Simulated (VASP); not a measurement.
In, 1 atom in the cell. It takes space group P6/mmm (No. 191, hexagonal). Conventional cell: a = 3.047 Å, b = 3.047 Å, c = 2.883 Å, α = 90.00°, β = 90.00°, γ = 120.00°. In (site symmetry 6/mmm) has 8 In at 2.88 to 3.05 Å within 3.8 Å. This isn't the form of In at room conditions, which is tetragonal.

* Program: VASP 6.6.1
* Task: single point
* Functional: LDA
* Potentials or basis: VASP PAW LDA potentials, release 64 (In_d)
* Cutoff: 520 eV
* k mesh: 14 × 14 × 13
* Occupations: fermi-dirac, width 0.05 eV
* Spin: no spin polarisation
* Dipole correction: no
* Further INCAR settings: ALGO = Normal; EDIFF = 1e-06; NBANDS = 12

Potentials or basis: VASP PAW LDA potentials, release 64 (In_d).

The run is started by

```sh
$ cat potpaw_LDA.64/In_d/POTCAR > POTCAR
$ mpirun -np 1 vasp_std > vasp.out
```

Hardware: 1 thread of Intel Xeon 8259CL, with other jobs on the host.

Task: Estimate the wall time of this run.

Result: Run time: 41 s on 1 thread of Intel Xeon 8259CL, on a shared host, peak memory 0.16 GiB. Counts: scf iterations 10, k points 168.
